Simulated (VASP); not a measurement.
Here is a VASP 6.6.1 calculation.

Contents of INCAR:

```
PREC = Accurate
ENCUT = 520
EDIFF = 1E-6
ISMEAR = 0
SIGMA = 0.1
LREAL = False
LASPH = True
NELM = 60
ALGO = Normal
ISIF = 2
LWAVE = False
LCHARG = True
GGA = PE
LELF = True
LVHAR = True
NBANDS = 25
```

KPOINTS

```
regular mesh
0
Gamma
  12 12 10
```

POSCAR

```
CdSb2O2
1.0
    5.5870922297      0.0000000000      0.0000000000
   -2.7935461149      4.8385638042      0.0000000000
    0.0000000000      0.0000000000      4.0959344916
Cd Sb O
1 2 2
Direct
    0.0000000000      0.0000000000      0.6098243631
    0.3333333333      0.6666666667      0.6088277102
    0.6666666667      0.3333333333      0.6088277102
    0.3333333333      0.6666666667      0.1091384833
    0.6666666667      0.3333333333      0.1091384833
```

Potentials or basis: VASP PAW PBE potentials, release 64 (Cd, Sb, O).

Run with:

```console
$ cat potpaw_PBE.64/Cd/POTCAR potpaw_PBE.64/Sb/POTCAR potpaw_PBE.64/O/POTCAR > POTCAR
$ mpirun -np 1 vasp_std > vasp.out
```

(1) Estimate the largest force.

(2) Estimate the band gap on the k mesh.

(3) What does it give for the pressure?

Answers

(1) 0.011 eV/Å.

(2) zero (bands 17 and 18 overlap by 1.61 eV).

(3) 0.0 GPa.

Caveat: spin-orbit coupling is left out, which moves the levels of the heavy elements.
